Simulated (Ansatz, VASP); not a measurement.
## One calculation of W, two programs

File INCAR:

```
PREC = Accurate
ENCUT = 520
EDIFF = 1E-7
ISMEAR = 0
SIGMA = 0.15
LREAL = False
LASPH = True
NELM = 60
ALGO = Fast
ISIF = 2
LWAVE = False
LCHARG = True
GGA = CA
LELF = True
LVHAR = True
NBANDS = 13
```

The input KPOINTS:

```
regular mesh
0
Gamma
  22 22 22
```

The input POSCAR:

```
W
1.0
    0.0000000000      2.2207495873      1.7166394310
    2.2207495873      0.0000000000      1.7166394310
    2.2207495873      2.2207495873      0.0000000000
W
1
Direct
    0.0000000000      0.0000000000      0.0000000000
```

Input for Ansatz:

```yaml
crystal:
  lattice:
    - [0.0, 2.2207495873, 1.716639431]
    - [2.2207495873, 0.0, 1.716639431]
    - [2.2207495873, 2.2207495873, 0.0]
  atoms:
    - { symbol: W, position: [0.0, 0.0, 0.0] }
basis:
  ecutwfc: 420
kpoints:
  mp_grid: { grid: [22, 22, 22] }
hamiltonian:
  xc: lda
  pseudopotentials: { kind: paw, azcp: { folder: soft_1 } }
scf:
  occupations: { method: gaussian, width: 0.15 }
output:
  forces: true
  stress: true
  eigenvalues: true
  write_density: true
  write_potential: true
  elf: true
  volumetric_format: npy
```

Alike in both runs: task single point; functional LDA; k mesh 22 × 22 × 22; occupations gaussian, width 0.15 eV; no spin polarisation.

```csv
,VASP,Ansatz
version,VASP 6.6.1,Ansatz 0.2.0
potentials or method,"VASP PAW LDA potentials, release 64 (W_sv), cutoff 520 eV","scalar-relativistic, plane waves, PAW"
valence electrons in the cell,14,14
```

Ansatz gave:

- gap on the k mesh at the Fermi level (eV): none
- pressure (GPa): -24.9
- traceless stress, the component that is largest in VASP (GPa): -13.79

Problem. Estimate VASP's values.

Solution. gap on the k mesh at the Fermi level (eV): none; pressure (GPa): -23.6; traceless stress, the component that is largest in VASP (GPa): -13.86.

Ansatz warns that its potentials were made for another functional, while VASP's fit it. LDA's correlation is that of Perdew and Zunger in VASP and of Perdew and Wang (1992) in Ansatz. A gap of «none» marks a metal or a gap that the smearing closes.

Neither program's run includes spin-orbit coupling.
